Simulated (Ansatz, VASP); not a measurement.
# One calculation of KF, two programs

```
K F
1.0
     0.00000    2.25353    2.25353
     2.25353    0.00000    2.25353
     2.25353    2.25353    0.00000
K F
1 1
Direct
  0.00000 0.00000 0.00000
  0.50000 0.50000 0.50000
```

Alike in both runs: task relaxation of the atoms; functional PBE; k mesh 9 × 9 × 9; occupations fermi-dirac, width 0.03 eV; no spin polarisation.

|  | VASP | Ansatz |
| --- | --- | --- |
| version | VASP 6.6.1 | Ansatz 0.2.0 |
| potentials or method | VASP PAW PBE potentials, release 64 (K_sv, F) | PAW with Ansatz's default frozen-core files, scalar-relativistic |
| plane-wave cutoff (eV) | 520 | 420 |
| valence electrons in the cell | 16 | 16 |

|  | VASP | Ansatz | Ansatz less VASP |
| --- | --- | --- | --- |
| gap on the k mesh at the Fermi level, each at its own relaxed structure (eV) | 7.42 | 7.44 | +0.020 |

Ansatz's warnings: stress scf threshold loose.

Noted on VASP's run: the relaxation stopped at its first step, so nothing moved.
